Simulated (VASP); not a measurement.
Na2Hg:

```
Na Hg
1.0
     3.39818    0.00000    0.00000
    -1.69909    2.94291    0.00000
     0.00000    0.00000    7.66981
Na Hg
2 1
Cartesian
  0.0000 1.9619 6.2077
  1.6991 0.9810 1.4621
  0.0000 0.0000 0.0000
```

- Program: VASP 6.6.1
- Task: relaxation of cell and atoms
- Functional: PBE
- Potentials or basis: VASP PAW PBE potentials, release 64 (Na_pv, Hg)
- Cutoff: 600 eV
- k mesh: 6 × 6 × 2
- Occupations: gaussian, width 0.1 eV
- Spin: no spin polarisation

At the start: pressure 24.1 GPa; volume 25.57 Å³/atom.

Task: How do energy, volume and symmetry change on relaxing?

Result: Over 20 steps the energy falls by 1091.1 meV/atom and the volume is 30.04 Å³/atom (+17.5 %); space group P-3m1 (No. 164, to 0.05 Å).

Step by step:
| step | energy change (eV) | largest force (eV/Å) | pressure (GPa) | volume (Å³) |
| --- | --- | --- | --- | --- |
| 1 | 0.0000 | 3.9555 | 24.14 | 76.70 |
| 2 | -2.9303 | 0.1951 | 0.02 | 127.90 |
| 3 | -2.9310 | 0.1821 | -0.04 | 128.53 |
| 4 | -2.9344 | 0.1798 | -0.03 | 127.92 |
| 5 | -2.9438 | 0.1694 | 0.01 | 126.07 |
| 6 | -2.9598 | 0.1799 | 0.06 | 122.40 |
| 7 | -2.9898 | 0.2426 | 0.20 | 115.18 |
| 8 | -3.0074 | 0.3197 | 0.76 | 101.18 |
| 9 | -3.0132 | 0.3154 | 0.71 | 101.01 |
| 10 | -3.0299 | 0.3028 | 0.58 | 100.50 |
| 11 | -3.0588 | 0.2559 | 0.33 | 99.49 |
| 12 | -3.1141 | 0.2063 | -0.08 | 97.46 |
| 13 | -3.0860 | 0.1658 | -0.11 | 93.38 |
| 14 | -3.1355 | 0.0477 | -0.24 | 95.83 |
| 15 | -3.1572 | 0.0489 | -0.31 | 94.65 |
| 16 | -3.2241 | 0.0477 | 0.00 | 91.01 |
| 17 | -3.2228 | 0.1127 | 1.38 | 83.20 |
| 18 | -3.2647 | 0.0091 | 0.50 | 87.42 |
| 19 | -3.2649 | 0.0005 | 0.57 | 87.06 |
| 20 | -3.2734 | 0.0305 | 0.13 | 90.13 |

Final structure:
```xyz
3
Lattice="3.5409 0.0000 0.0000 -1.7705 3.0665 0.0000 0.0000 0.0000 8.3008" Properties=species:S:1:pos:R:3 pbc="T T T"
Na    0.0000    2.0443    5.6718
Na    1.7705    1.0222    2.6290
Hg    0.0000    0.0000    0.0000
```

Caveat: the k points lie up to 0.38 Å⁻¹ apart in the final cell; the volume moved by over 15 % at a fixed basis, so the end points are rough.
